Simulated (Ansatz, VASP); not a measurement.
**One calculation of In3GaP4, two programs**

The input INCAR:

```
PREC = Accurate
ENCUT = 520
EDIFF = 1E-6
ISMEAR = 0
SIGMA = 0.01
LREAL = F
LASPH = T
NELM = 80
ALGO = Normal
ISIF = 2
LWAVE = F
LCHARG = T
GGA = PE
LELF = T
LVHAR = T
NBANDS = 46
```

The input KPOINTS:

```
Automatic mesh
0
Gamma
  6 6 6
```

Contents of POSCAR:

```
In3GaP4
1.0
   -2.9799052214      2.9799052214      5.9504714267
    2.9799052214     -2.9799052214      5.9504714267
    2.9799052214      2.9799052214     -5.9504714267
Ga P In
1 4 3
Direct
    0.0000000000      0.0000000000      0.0000000000
    0.3563799063      0.3563799063      0.4733745763
    0.1169946699      0.6436200937      0.0000000000
    0.8830053301      0.8830053301      0.5266254237
    0.6436200937      0.1169946699      0.0000000000
    0.7500000000      0.2500000000      0.5000000000
    0.5000000000      0.5000000000      0.0000000000
    0.2500000000      0.7500000000      0.5000000000
```

Input for Ansatz:

```yaml
crystal:
  lattice:
    - [-2.9799052214, 2.9799052214, 5.9504714267]
    - [2.9799052214, -2.9799052214, 5.9504714267]
    - [2.9799052214, 2.9799052214, -5.9504714267]
  atoms:
    - { symbol: Ga, position: [0.0, 0.0, 0.0] }
    - { symbol: P, position: [0.3563799063, 0.3563799063, 0.4733745763] }
    - { symbol: In, position: [0.75, 0.25, 0.5] }
    - { symbol: P, position: [0.1169946699, 0.6436200937, 0.0] }
    - { symbol: In, position: [0.5, 0.5, 0.0] }
    - { symbol: P, position: [0.8830053301, 0.8830053301, 0.5266254237] }
    - { symbol: In, position: [0.25, 0.75, 0.5] }
    - { symbol: P, position: [0.6436200937, 0.1169946699, 0.0] }
kpoints:
  mp_grid: { grid: [6, 6, 6] }
hamiltonian:
  xc: pbe
scf:
  occupations: { method: fixed }
  n_extra_bands: 6
output:
  forces: true
  stress: true
  eigenvalues: true
```

Alike in both runs: task single point; functional PBE; k mesh 6 × 6 × 6; no spin polarisation.

|  | VASP | Ansatz |
| --- | --- | --- |
| version | VASP 6.6.1 | Ansatz 0.2.0 |
| potentials or method | VASP PAW PBE potentials, release 64 (Ga_d, P, In_d) | plane waves, PAW |
| plane-wave cutoff (eV) | 520 | 420 |
| occupations | gaussian, width 0.01 eV | fixed |
| valence electrons in the cell | 72 | 72 |

Ansatz gave:

| Quantity | Value |
| --- | --- |
| gap on the k mesh at the Fermi level (eV) | 0.30 |
| pressure (GPa) | -3.2 |
| rms of the force components (eV/Å) | 0.012 |

Problem. Which values does VASP return?

Solution. gap on the k mesh at the Fermi level (eV): 0.30; pressure (GPa): -3.2; rms of the force components (eV/Å): 0.013.
